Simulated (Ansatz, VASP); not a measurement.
One calculation of InSb3, two programs

```xyz
4
Lattice="4.6812 0.1104 0.1104 0.1104 4.6812 0.1104 0.1104 0.1104 4.6812" Properties=species:S:1:pos:R:3 pbc="T T T"
In    0.0000    0.0000    0.0000
Sb    2.3958    0.1104    2.3958
Sb    0.1104    2.3958    2.3958
Sb    2.3958    2.3958    0.1104
```

Change from the starting cell: equal engineering shear yz, xz and xy +0.0467, equal normal strain along x, y and z -0.0100.

Alike in both runs: task single point; functional PBEsol; k mesh 8 × 8 × 8; occupations gaussian, width 0.15 eV; no spin polarisation.

```csv
,VASP,Ansatz
version,VASP 6.6.1,Ansatz 0.2.0
potentials or method,"VASP PAW PBE potentials, release 64 (In_d, Sb), cutoff 520 eV","scalar-relativistic, plane waves, PAW"
valence electrons in the cell,28,58
```

|  | VASP | Ansatz | Ansatz less VASP |
| --- | --- | --- | --- |
| gap on the k mesh at the Fermi level (eV) | none | none | - |
| pressure (GPa) | 2.3 | 2.3 | -0.03 |
| traceless stress, the component that is largest in VASP (GPa) | -1.14 | -1.13 | +0.010 |

VASP's potentials were made for PBE, not for PBEsol, and Ansatz warns of the same on its side. A gap of «none» marks a metal or a gap that the smearing closes. With one functional, cell and mesh, what is left measures potentials, basis and numerics. VASP's potentials hold 28 valence electrons a cell and Ansatz's 58, so a difference there can come from the potentials and not from the codes.

Neither program's run includes spin-orbit coupling.
